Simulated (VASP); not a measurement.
A run of VASP 6.6.1:

File INCAR:

```
SYSTEM = LiSi2C2
ALGO = Normal
EDIFF = 1E-6
ENCUT = 520
GGA = PE
ISIF = 2
ISMEAR = 0
LASPH = .True.
LCHARG = .False.
LREAL = .False.
LWAVE = .False.
NBANDS = 18
NELM = 60
PREC = Accurate
SIGMA = 0.1
```

KPOINTS

```
k-points
0
Gamma
  10 10 10
  0 0 0
```

Contents of POSCAR:

```
LiSi2C2
1.0
    4.0954422584     -1.9724213424     -0.0019396595
    4.0954422584      1.9724213424     -0.0019396595
   -1.7767274048      0.0000000000      4.2413248386
Li Si C
1 2 2
Direct
    0.7718638675      0.7718638675      0.0066896236
    0.4298138917      0.4298138917      0.7156563556
    0.5954887589      0.5954887589      0.3735429617
    0.8569927013      0.2040916207      0.0454193695
    0.2040916207      0.8569927013      0.0454193695
```

Potentials or basis: VASP PAW PBE potentials, release 64 (Li_sv, Si, C).

Run with:

```sh
$ cat potpaw_PBE.64/Li_sv/POTCAR potpaw_PBE.64/Si/POTCAR potpaw_PBE.64/C/POTCAR > POTCAR
$ mpirun -np 1 vasp_std > vasp.out
```

Hardware: 1 thread of Intel Xeon 8259CL (shared host).

Problem. Estimate the wall time of this run.

Solution. It took 8.8 min on 1 thread of Intel Xeon 8259CL, with other jobs on the host, peak memory 0.43 GiB. Counts: scf iterations 14, k points 282.
